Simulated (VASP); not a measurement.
BIr3Pd:

```
B Pd Ir
1.0
     3.99612    0.00000    0.00000
     0.00000    3.99612    0.00000
     0.00000    0.00000    3.99612
B Pd Ir
1 1 3
Direct
  0.50000 0.50000 0.50000
  0.00000 0.00000 0.00000
  0.00000 0.50000 0.50000
  0.50000 0.50000 0.00000
  0.50000 0.00000 0.50000
```

| Item | Value |
| --- | --- |
| Program | VASP 6.6.1 |
| Task | relaxation of cell and atoms |
| Functional | PBE |
| Potentials or basis | VASP PAW PBE potentials, release 64 (B, Pd, Ir) |
| Cutoff | 600 eV |
| k mesh | 4 × 4 × 4 |
| Occupations | gaussian, width 0.1 eV |
| Spin | no spin polarisation |

At the start: pressure 26.2 GPa; volume 12.76 Å³/atom.

**Question.** How do energy, volume and symmetry change on relaxing?

**Answer.** Over 4 steps the energy falls by 83.8 meV/atom and the volume is 13.90 Å³/atom (+8.9 %); space group Pm-3m (No. 221, to 0.05 Å).

The path:
```tsv
step	energy change (eV)	largest force (eV/Å)	pressure (GPa)	volume (Å³)
1	0.0000	0.0000	26.15	63.81
2	1.3862	0.0000	-30.37	85.05
3	-0.4164	0.0000	-1.69	69.93
4	-0.4190	0.0000	-0.29	69.52
```

Final structure:
```xyz
5
Lattice="4.1118 0.0000 0.0000 0.0000 4.1118 0.0000 0.0000 0.0000 4.1118" Properties=species:S:1:pos:R:3 pbc="T T T"
B     2.0559    2.0559    2.0559
Pd    0.0000    0.0000    0.0000
Ir    0.0000    2.0559    2.0559
Ir    2.0559    2.0559    0.0000
Ir    2.0559    0.0000    2.0559
```

Caveat: the k points lie up to 0.38 Å⁻¹ apart in the final cell.
